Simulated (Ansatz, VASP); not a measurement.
## MoSe2 in VASP and in Ansatz

```
Se Mo
1.0
     3.27839    0.00000    0.00000
    -1.63919    2.83917    0.00000
     0.00000    0.00000   70.89159
Se Mo
8 4
Direct
  0.33333 0.66667 0.34159
  0.33333 0.66667 0.38885
  0.66667 0.33333 0.43148
  0.66667 0.33333 0.47870
  0.33333 0.66667 0.52130
  0.33333 0.66667 0.56852
  0.66667 0.33333 0.61115
  0.66667 0.33333 0.65841
  0.66667 0.33333 0.36522
  0.33333 0.66667 0.45509
  0.66667 0.33333 0.54491
  0.33333 0.66667 0.63478
```

Alike in both runs: functional PBE; dispersion D3(BJ); k mesh 9 × 9 × 1; occupations gaussian, width 0.02 eV; no spin polarisation.

Ansatz relaxed the structure, and its values are those at the end. VASP's run is a single point on that final structure, the one shown.

|  | VASP | Ansatz |
| --- | --- | --- |
| version | VASP 6.6.1 | Ansatz 0.2.0 |
| potentials or method | VASP PAW PBE potentials, release 64 (Se, Mo_sv), cutoff 520 eV | scalar-relativistic, plane waves, PAW |
| valence electrons in the cell | 104 | 184 |

```tsv
	VASP	Ansatz	Ansatz less VASP
gap on the k mesh at the Fermi level (eV)	0.96	0.96	+0.004
least direct gap on the mesh (eV)	1.48	1.48	-0.001
rms of the force components (eV/Å)	0.017	0.000	-0.0168
```

VASP's potentials hold 104 valence electrons a cell and Ansatz's 184, so a difference there can come from the potentials and not from the codes.
